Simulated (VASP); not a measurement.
# PbS (Immm) in VASP: a series of runs

The runs below take PbS through single point, with r2SCAN.

Program: VASP 6.6.1. These are calculated values, not measurements. Logs are shortened: lines on timing, memory, paths and dates and some standing lists are left out, and cuts for length are marked.

## 1. The cell of the first run

Symmetry: Immm, No. 71, orthorhombic system. The conventional cell has a = 4.115 Å, b = 4.272 Å, c = 5.930 Å, α = 90.00°, β = 90.00°, γ = 90.00°. Within 3.9 Å of Pb (site symmetry mmm) lie 6 S at 2.96 to 2.97 Å. Within 3.9 Å of S (site symmetry mmm) lie 6 Pb at 2.96 to 2.97 Å.

## 2. Single point, r2SCAN (strain +0.0375 x Voigt [0, 0, 0, 1, 0, 0])

POSCAR reads:

```
PbS
1.0
    0.0000000000      3.0205937500      3.0205937500
    2.9650000000      0.0555937500      2.9650000000
    2.9650000000      2.9650000000      0.0555937500
Pb S
1 1
Direct
    0.0000000000      0.0000000000      0.0000000000
    0.5000000000      0.5000000000      0.5000000000
```

INCAR.step1 reads:

```
SYSTEM = PbS
  PREC = Accurate
  ENCUT = 520
  ISMEAR = 0
  SIGMA = 0.05
  LREAL = .FALSE.
  LASPH = .TRUE.
  NELM = 100
  NBANDS = 17
  GGA = PE
  ALGO = Normal
  EDIFF = 1E-4
  LWAVE = .TRUE.
  LCHARG = .FALSE.
```

INCAR.step2 reads:

```
SYSTEM = PbS
  PREC = Accurate
  ENCUT = 520
  EDIFF = 1E-6
  ISMEAR = 0
  SIGMA = 0.05
  LREAL = .FALSE.
  LASPH = .TRUE.
  NELM = 100
  ALGO = Normal
  ISIF = 2
  LWAVE = .FALSE.
  LCHARG = .FALSE.
  METAGGA = R2SCAN
  LMIXTAU = .TRUE.
  NBANDS = 17
  ISTART = 1
```

KPOINTS reads:

```
Automatic mesh
0
G
  8 8 8
  0 0 0
```

Potentials or basis: VASP PAW PBE potentials, release 64 (Pb_d, S).

On the command line:

```bash
$ cat potpaw_PBE.64/Pb_d/POTCAR potpaw_PBE.64/S/POTCAR > POTCAR
$ cp INCAR.step1 INCAR
$ mpirun -np 1 vasp_std > vasp.out
$ cp INCAR.step2 INCAR
$ mpirun -np 1 vasp_std > vasp.out
```

OUTCAR:

```text
SYSTEM = PbS
   PREC = Accurate
   ENCUT = 520
   EDIFF = 1E-6
   ISMEAR = 0
   LREAL = .FALSE.
   LASPH = .TRUE.
   NELM = 100
   ISIF = 2
   METAGGA = R2SCAN
   ISTART = 1

 ion  position               nearest neighbor table
   1  0.000  0.000  0.000-   2 2.96   2 2.96   2 2.97   2 2.97   2 2.97   2 2.97
   2  0.500  0.500  0.500-   1 2.96   1 2.96   1 2.97   1 2.97   1 2.97   1 2.97

  LATTYP: Found a body centered orthorhombic cell.
 ALAT       =     4.1145217772
 B/A-ratio  =     1.0382165605
 C/A-ratio  =     1.4412367515

  Lattice vectors:

 A1 = (  -2.9650000000,   2.9650000000,   0.0555937500)
 A2 = (  -2.9650000000,  -2.9650000000,  -0.0555937500)
 A3 = (   2.9650000000,   0.0555937500,   2.9650000000)

Analysis of symmetry for initial positions (statically):
=====================================================================
 Subroutine PRICEL returns:
 Original cell was already a primitive cell.

 Routine SETGRP: Setting up the symmetry group for a
 body centered orthorhombic supercell.

 Subroutine GETGRP returns: Found  8 space group operations
 (whereof  8 operations were pure point group operations)
 out of a pool of  8 trial point group operations.

The static configuration has the point symmetry D_2h.

Analysis of symmetry for dynamics (positions and initial velocities):
=====================================================================
 Subroutine PRICEL returns:
 Original cell was already a primitive cell.

 Routine SETGRP: Setting up the symmetry group for a
 body centered orthorhombic supercell.

 Subroutine GETGRP returns: Found  8 space group operations
 (whereof  8 operations were pure point group operations)
 out of a pool of  8 trial point group operations.

The dynamic configuration has the point symmetry D_2h.

 Subroutine INISYM returns: Found  8 space group operations
 (whereof  8 operations are pure point group operations),
 and found     1 'primitive' translations

----------------------------------------------------------------------------------------

                                     Primitive cell

  volume of cell :      52.1136

  direct lattice vectors                    reciprocal lattice vectors
     0.000000000  3.020593750  3.020593750    -0.168634064  0.165530370  0.165530370
     2.965000000  0.055593750  2.965000000     0.168634064 -0.171856371  0.171856371
     2.965000000  2.965000000  0.055593750     0.168634064  0.171856371 -0.171856371

  length of vectors
     4.271764648  4.193511734  4.193511734     0.288510059  0.295815267  0.295815267
[... 81 lines left out ...]
   EDIFF  = 0.1E-05   stopping-criterion for ELM
   LREAL  =      F    real-space projection
   EDIFFG = 0.1E-04   stopping-criterion for IOM
   NSW    =      0    number of steps for IOM
   IBRION =     -1    ionic relax: 0-MD 1-quasi-New 2-CG
   NFREE  =      0    steps in history (QN), initial steepest desc. (CG)
   ISIF   =      2    stress and relaxation
   ISYM   =      2    0-nonsym 1-usesym 2-fastsym
   POTIM  = 0.5000    time-step for ionic-motion
   TEBEG  =    0.0;   TEEND  =   0.0 temperature during run
   PSTRESS=    0.0 pullay stress
   NELECT =      20.0000    total number of electrons
   NUPDOWN=      -1.0000    fix difference up-down
   EMIN   =  10.00;   EMAX   =-10.00  energy-range for DOS
   EFERMI =   0.00;   METHOD = LEGACY
   ISMEAR =     0;   SIGMA  =   0.05  broadening in eV -4-tet -1-fermi 0-gaus
   EFERMI_NEDOS =   21; number of points for ismear=-14 and -15
   IALGO  =     38    algorithm
   IMIX   =      4    mixing-type and parameters
     AMIX     =   0.40;   BMIX     =  1.00
     AMIX_MAG =   1.60;   BMIX_MAG =  1.00
  volume/ion in A,a.u.               =      26.06       175.84
  Fermi-wavevector in a.u.,A,eV,Ry     =   1.189692  2.248191 19.257223  1.415366
  Thomas-Fermi vector in A             =   2.325793
   LORBIT       =      0    0 simple, 1 ext, 2 COOP (PROOUT), +10 PAW based schemes
   METAGGA = R2SCAN    functional components
   LHFCALC =     F    Hartree Fock is set to
   AEXX    =    0.0000 exact exchange contribution
   IVDW    =     0    specifies the selected vdW correction
   LEPSILON=     F    determine dielectric tensor
   LRPA    =     F    only Hartree local field effects (RPA)
 non-spin polarized calculation
 Gauss-broadening in eV      SIGMA  =   0.05
  energy-cutoff  :      520.00
  volume of cell :       52.11
 maximum number of plane-waves:      1420
   NGX = 15   NGY = 15   NGZ = 15

 number of electron      20.0000000 magnetization

 Free energy of the ion-electron system (eV)
  ---------------------------------------------------
  ext. energy  EPLUGINS =         0.00000000
  ---------------------------------------------------
  free energy    TOTEN  =       -65.60215361 eV

  energy without entropy =      -65.60215361  energy(sigma->0) =      -65.60215361

 E-fermi :   6.0136     XC(G=0): -10.2615

 val. band max:        5.8012177096   @ k =   0.5000   0.0000  -0.0000
 cond. band min:       6.2221087933   @ k =   0.0000   0.5000   0.0000
 fundamental gap:      0.4208910837
 Fermi energy:         6.0136195660

 k-point     1 :       0.0000    0.0000    0.0000
  band No.  band energies     occupation
      1     -11.7471      2.00000
      2     -11.7416      2.00000
      3     -11.7378      2.00000
      4     -11.7239      2.00000
      5     -11.7183      2.00000
      6      -8.5061      2.00000
[... 457 lines left out ...]
      4     -11.6995      2.00000
      5     -11.6942      2.00000
      6      -7.3907      2.00000
[... 9 lines left out ...]
     16      16.7978      0.00000
     17      17.6537      0.00000

 [... further k-points ...]

------------------------ aborting loop because EDIFF is reached ----------------------------------------

  FORCE on cell =-STRESS in cart. coord.  units (eV):
  Direction    XX          YY          ZZ          XY          YZ          ZX
  --------------------------------------------------------------------------------------
  -------------------------------------------------------------------------------------
  Total        0.4253523      0.4376008      0.4376008      0.0000000     -0.2473706      0.0000000
  in kB       13.0769949     13.4535642     13.4535642      0.0000000     -7.6051399      0.0000000
  external PRESSURE =      13.3280411 kB  Pullay stress =       0.0000000 kB

 VOLUME and BASIS-vectors are now :
 -----------------------------------------------------------------------------
  energy-cutoff  :      520.00
  volume of cell :       52.11
      direct lattice vectors                 reciprocal lattice vectors
     0.000000000  3.020593750  3.020593750    -0.168634064  0.165530370  0.165530370
     2.965000000  0.055593750  2.965000000     0.168634064 -0.171856371  0.171856371
     2.965000000  2.965000000  0.055593750     0.168634064  0.171856371 -0.171856371

 POSITION                                       TOTAL-FORCE (eV/Angst)
 -----------------------------------------------------------------------------------
      0.00000      0.00000      0.00000        -0.000000      0.000000     -0.000000
      2.96500      3.02059      3.02059         0.000000     -0.000000      0.000000
 -----------------------------------------------------------------------------------
    total drift:                                0.000000     -0.000000     -0.000000

  FREE ENERGIE OF THE ION-ELECTRON SYSTEM (eV)
  ---------------------------------------------------
  free  energy   TOTEN  =       -65.6021536113 eV

  energy  without entropy=      -65.6021536113  energy(sigma->0) =      -65.60215361
```

OUTCAR.step1:

```text
SYSTEM = PbS
   PREC = Accurate
   ENCUT = 520
   ISMEAR = 0
   LREAL = .FALSE.
   LASPH = .TRUE.
[... 703 lines left out ...]
      0.00000      0.00000      0.00000        -0.000000      0.000000     -0.000000
      2.96500      3.02059      3.02059         0.000000     -0.000000      0.000000
 -----------------------------------------------------------------------------------
    total drift:                                0.000000     -0.000000     -0.000000

  FREE ENERGIE OF THE ION-ELECTRON SYSTEM (eV)
  ---------------------------------------------------
  free  energy   TOTEN  =        -8.7507605437 eV

  energy  without entropy=       -8.7507516093  energy(sigma->0) =       -8.75075608
```

Run time: 4.3 min. Hardware: 1 thread of AMD EPYC 7R13 (Zen 3), shared host; peak memory 0.21 GiB.

What came out:

```yaml
Free_energy: -65.6022 eV
Pressure: 1.3 GPa
Band_gap_on_the_k_mesh: 0.42 eV (least direct gap 0.58 eV)
```

Caveat: the cell differs from its parent crystal (strain +0.0375 x Voigt [0, 0, 0, 1, 0, 0]); the PAW data sets were made with another functional, which shifts forces and pressure a little; spin-orbit coupling is left out, which moves the levels of the heavy elements. A k mesh can miss the band edges.

## 3. Single point, r2SCAN (strain +0.0562 x Voigt [0, 0, 0, 1, 0, 0])

POSCAR reads:

```
PbS
1.0
    0.0000000000      3.0483165000      3.0483165000
    2.9650000000      0.0833165000      2.9650000000
    2.9650000000      2.9650000000      0.0833165000
Pb S
1 1
Direct
    0.0000000000      0.0000000000      0.0000000000
    0.5000000000      0.5000000000      0.5000000000
```

INCAR.step1 reads:

```
SYSTEM = PbS
ALGO     = Normal         ! electronic algorithm
EDIFF    = 1E-4           ! SCF threshold, eV
ENCUT    = 520            ! plane-wave cutoff, eV
GGA      = PE             ! functional
ISMEAR   = 0              ! smearing method
LASPH    = .TRUE.         ! aspherical terms in the spheres
LCHARG   = .FALSE.        ! write CHGCAR
LREAL    = .FALSE.        ! projectors in reciprocal space
LWAVE    = .TRUE.         ! write WAVECAR
NBANDS   = 17             ! bands
NELM     = 100            ! most SCF steps
PREC     = Accurate       ! precision mode
SIGMA    = 0.05           ! smearing width, eV
```

INCAR.step2 reads:

```
SYSTEM = PbS
ALGO     = Normal         ! electronic algorithm
EDIFF    = 1E-6           ! SCF threshold, eV
ENCUT    = 520            ! plane-wave cutoff, eV
ISIF     = 2              ! what is computed and relaxed
ISMEAR   = 0              ! smearing method
ISTART   = 1            
LASPH    = .TRUE.         ! aspherical terms in the spheres
LCHARG   = .FALSE.        ! write CHGCAR
LMIXTAU  = .TRUE.       
LREAL    = .FALSE.        ! projectors in reciprocal space
LWAVE    = .FALSE.        ! write WAVECAR
METAGGA  = R2SCAN         ! meta-GGA
NBANDS   = 17             ! bands
NELM     = 100            ! most SCF steps
PREC     = Accurate       ! precision mode
SIGMA    = 0.05           ! smearing width, eV
```

KPOINTS reads:

```
k-points
0
G
  8 8 8
  0 0 0
```

Potentials or basis: VASP PAW PBE potentials, release 64 (Pb_d, S).

On the command line:

```bash
$ cat potpaw_PBE.64/Pb_d/POTCAR potpaw_PBE.64/S/POTCAR > POTCAR
$ cp INCAR.step1 INCAR
$ mpirun -np 1 vasp_std > vasp.out
$ cp INCAR.step2 INCAR
$ mpirun -np 1 vasp_std > vasp.out
```

It took 3.8 min on 1 thread of AMD EPYC 7R13 (Zen 3), shared host; peak memory 0.21 GiB.

The run converged. Its results:

```yaml
Free_energy: -65.5961 eV
Pressure: 1.3 GPa
Band_gap_on_the_k_mesh: 0.32 eV (least direct gap 0.55 eV)
```

Stress tensor (GPa, compression positive):
```
 1.27  0.00  0.00
 0.00  1.36 -1.14
 0.00 -1.14  1.36
```

Levels at points of the mesh, in eV from the valence-band top:
```
           k point  band 8  band 9  band 10  band 11  band 12  band 13
(0.00, 0.00, 0.00)   -2.66   -2.46    -2.23     5.41     5.43     5.50
(0.50, 0.00, 0.00)   -2.04   -1.91     0.00     0.63     2.16     2.33
(0.00, 0.50, 0.00)   -2.17   -2.07    -0.23     0.32     1.83     2.01
(0.50, 0.50, 0.00)   -5.51   -3.74    -3.74     4.03     5.52     5.98
(0.00, 0.50, 0.50)   -5.52   -4.00    -3.45     4.07     5.88     5.96
```

Caveat: the cell differs from its parent crystal (strain +0.0562 x Voigt [0, 0, 0, 1, 0, 0]); the PAW data sets were made with another functional, which shifts forces and pressure a little; spin-orbit coupling is left out, which moves the levels of the heavy elements.

## 4. Single point, r2SCAN (strain +0.0187 x Voigt [0, 0, 0, 1, 0, 0])

POSCAR reads:

```
PbS
1.0
    0.0000000000      2.9927227500      2.9927227500
    2.9650000000      0.0277227500      2.9650000000
    2.9650000000      2.9650000000      0.0277227500
Pb S
1 1
Direct
    0.0000000000      0.0000000000      0.0000000000
    0.5000000000      0.5000000000      0.5000000000
```

INCAR.step1 reads:

```
SYSTEM = PbS
ALGO = Normal
EDIFF = 1E-4
ENCUT = 520
GGA = PE
ISMEAR = 0
LASPH = .True.
LCHARG = .False.
LREAL = .False.
LWAVE = .True.
NBANDS = 17
NELM = 60
PREC = Accurate
SIGMA = 0.05
```

INCAR.step2 reads:

```
SYSTEM = PbS
ALGO = Normal
EDIFF = 1E-6
ENCUT = 520
ISIF = 2
ISMEAR = 0
ISTART = 1
LASPH = .True.
LCHARG = .False.
LMIXTAU = .True.
LREAL = .False.
LWAVE = .False.
METAGGA = R2SCAN
NBANDS = 17
NELM = 60
PREC = Accurate
SIGMA = 0.05
```

KPOINTS reads:

```
k-points
0
Gamma
  8 8 8
  0 0 0
```

Potentials or basis: VASP PAW PBE potentials, release 64 (Pb_d, S).

On the command line:

```bash
$ cat potpaw_PBE.64/Pb_d/POTCAR potpaw_PBE.64/S/POTCAR > POTCAR
$ cp INCAR.step1 INCAR
$ mpirun -np 1 vasp_std > vasp.out
$ cp INCAR.step2 INCAR
$ mpirun -np 1 vasp_std > vasp.out
```

OUTCAR:

```text
SYSTEM = PbS
   EDIFF = 1E-6
   ENCUT = 520
   ISIF = 2
   ISMEAR = 0
   ISTART = 1
   LASPH = .True.
   LREAL = .False.
   METAGGA = R2SCAN
   NELM = 60
   PREC = Accurate

 ion  position               nearest neighbor table
   1  0.000  0.000  0.000-   2 2.96   2 2.96   2 2.97   2 2.97   2 2.97   2 2.97
   2  0.500  0.500  0.500-   1 2.96   1 2.96   1 2.97   1 2.97   1 2.97   1 2.97

  LATTYP: Found a body centered orthorhombic cell.
 ALAT       =     4.1539373234
 B/A-ratio  =     1.0188764952
 C/A-ratio  =     1.4275612602

  Lattice vectors:

 A1 = (  -2.9650000000,   2.9650000000,   0.0277227500)
 A2 = (  -2.9650000000,  -2.9650000000,  -0.0277227500)
 A3 = (   2.9650000000,   0.0277227500,   2.9650000000)

Analysis of symmetry for initial positions (statically):
=====================================================================
 Subroutine PRICEL returns:
 Original cell was already a primitive cell.

 Routine SETGRP: Setting up the symmetry group for a
 body centered orthorhombic supercell.

 Subroutine GETGRP returns: Found  8 space group operations
 (whereof  8 operations were pure point group operations)
 out of a pool of  8 trial point group operations.
[... 162 lines left out ...]

 E-fermi :   6.0635     XC(G=0): -10.2598

 val. band max:        5.7610125376   @ k =   0.5000   0.0000   0.0000
 cond. band min:       6.2833261731   @ k =   0.0000   0.5000  -0.0000
 fundamental gap:      0.5223136355
 Fermi energy:         6.0634872241

 k-point     1 :       0.0000    0.0000    0.0000
  band No.  band energies     occupation
      1     -11.7427      2.00000
      2     -11.7414      2.00000
      3     -11.7395      2.00000
      4     -11.7246      2.00000
      5     -11.7228      2.00000
      6      -8.5093      2.00000
[... 457 lines left out ...]
      4     -11.7011      2.00000
      5     -11.6942      2.00000
      6      -7.3997      2.00000
[... 9 lines left out ...]
     16      16.7446      0.00000
     17      17.6901      0.00000

 [... further k-points ...]

------------------------ aborting loop because EDIFF is reached ----------------------------------------

  FORCE on cell =-STRESS in cart. coord.  units (eV):
  Direction    XX          YY          ZZ          XY          YZ          ZX
  --------------------------------------------------------------------------------------
  -------------------------------------------------------------------------------------
  Total        0.4327877      0.4357647      0.4357647      0.0000000     -0.1233114      0.0000000
  in kB       13.3020752     13.3935738     13.3935738      0.0000000     -3.7900727      0.0000000
  external PRESSURE =      13.3630743 kB  Pullay stress =       0.0000000 kB

 VOLUME and BASIS-vectors are now :
 -----------------------------------------------------------------------------
  energy-cutoff  :      520.00
  volume of cell :       52.13
      direct lattice vectors                 reciprocal lattice vectors
     0.000000000  2.992722750  2.992722750    -0.168634064  0.167071941  0.167071941
     2.965000000  0.027722750  2.965000000     0.168634064 -0.170225674  0.170225674
     2.965000000  2.965000000  0.027722750     0.168634064  0.170225674 -0.170225674

 POSITION                                       TOTAL-FORCE (eV/Angst)
 -----------------------------------------------------------------------------------
      0.00000      0.00000      0.00000         0.000000      0.000000      0.000000
      2.96500      2.99272      2.99272        -0.000000     -0.000000     -0.000000
 -----------------------------------------------------------------------------------
    total drift:                                0.000000     -0.000000     -0.000000

  FREE ENERGIE OF THE ION-ELECTRON SYSTEM (eV)
  ---------------------------------------------------
  free  energy   TOTEN  =       -65.6057591759 eV

  energy  without entropy=      -65.6057591759  energy(sigma->0) =      -65.60575918
```

OUTCAR.step1:

```text
SYSTEM = PbS
   EDIFF = 1E-4
   ENCUT = 520
   GGA = PE
   ISMEAR = 0
   LASPH = .True.
   LREAL = .False.
[... 702 lines left out ...]
      0.00000      0.00000      0.00000        -0.000000     -0.000000      0.000000
      2.96500      2.99272      2.99272         0.000000      0.000000     -0.000000
 -----------------------------------------------------------------------------------
    total drift:                                0.000000     -0.000000     -0.000000

  FREE ENERGIE OF THE ION-ELECTRON SYSTEM (eV)
  ---------------------------------------------------
  free  energy   TOTEN  =        -8.7543165262 eV

  energy  without entropy=       -8.7543163968  energy(sigma->0) =       -8.75431646
```

Wall time 4 min (1 thread of AMD EPYC 7R13 (Zen 3), shared host); peak memory 0.2 GiB.

What came out:

- Free energy: -65.6058 eV
- Pressure: 1.3 GPa
- Band gap on the k mesh: 0.52 eV (least direct gap 0.60 eV)

Stress tensor (GPa, compression positive):
```
 1.33  0.00  0.00
 0.00  1.34 -0.38
 0.00 -0.38  1.34
```

Caveat: the cell differs from its parent crystal (strain +0.0187 x Voigt [0, 0, 0, 1, 0, 0]); the PAW data sets were made with another functional, which shifts forces and pressure a little; spin-orbit coupling is left out, which moves the levels of the heavy elements. A k mesh can miss the band edges.

## 5. Summary

```csv
cell,gap on the mesh (eV),pressure (GPa)
"a = 4.272, b = 4.194, c = 4.194 Å, angles 58.8, 59.4, 59.4°, 2 atoms",0.42,1.3
"a = 4.311, b = 4.194, c = 4.194 Å, angles 58.1, 59.1, 59.1°, 2 atoms",0.32,1.3
"a = 4.232, b = 4.193, c = 4.193 Å, angles 59.4, 59.7, 59.7°, 2 atoms",0.52,1.3
```

Alike in all rows: task single point; level r2SCAN; potentials or basis VASP PAW PBE potentials, release 64 (Pb_d, S); no spin polarisation; k mesh 8 × 8 × 8; cutoff (eV) 520; smearing gaussian 0.05 eV.

Caveats: the PAW data sets were made with another functional, which shifts forces and pressure a little; spin-orbit coupling is left out, which moves the levels of the heavy elements.

Absolute energies hang on the potentials; compare differences alone.
